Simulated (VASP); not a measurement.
A run of VASP 6.6.1 is set up as follows.

File INCAR:

```
SYSTEM = HfO2
ALGO     = Normal         ! electronic algorithm
EDIFF    = 1E-7           ! SCF threshold, eV
ENCUT    = 520            ! plane-wave cutoff, eV
GGA      = PS             ! functional
GGA_COMPAT= .FALSE.      
ISIF     = 2              ! what is computed and relaxed
ISMEAR   = 0              ! smearing method
ISYM     = -1           
LASPH    = .TRUE.         ! aspherical terms in the spheres
LCHARG   = .FALSE.        ! write CHGCAR
LMAXMIX  = 4              ! l up to which the mixer works
LORBIT   = 11             ! projections on sites
LORBMOM  = .TRUE.       
LREAL    = .FALSE.        ! projectors in reciprocal space
LSORBIT  = .TRUE.         ! spin-orbit coupling
LWAVE    = .FALSE.        ! write WAVECAR
MAGMOM   = 0 0 0 0 0 0 0 0 0 ! initial moments
NBANDS   = 35             ! bands
NELM     = 150            ! most SCF steps
PREC     = Accurate       ! precision mode
SIGMA    = 0.02           ! smearing width, eV
```

Contents of KPOINTS:

```
k-points
0
G
  8 8 8
  0 0 0
```

POSCAR

```
HfO2
1.0
    0.0000000000      2.5222960034      2.5222960034
    2.5222960034      0.0000000000      2.5222960034
    2.5222960034      2.5222960034      0.0000000000
Hf O
1 2
Direct
    0.0000000000      0.0000000000      0.0000000000
    0.2500000000      0.2500000000      0.2500000000
    0.7500000000      0.7500000000      0.7500000000
```

Potentials or basis: VASP PAW PBE potentials, release 64 (Hf_pv, O).

Run with:

```console
$ cat potpaw_PBE.64/Hf_pv/POTCAR potpaw_PBE.64/O/POTCAR > POTCAR
$ mpirun -np 1 vasp_ncl > vasp.out
```

Predict the net moment.

0.00 μB per cell.

Predict the pressure.

-3.7 GPa.

Moments on the atoms (μB; x, y, z):
```
Hf  0.00 0.00 0.00
O   0.00 0.00 0.00
O   0.00 0.00 0.00
```

Caveat: the cell stands under tension; the PAW data sets were made with another functional, which shifts forces and pressure a little.
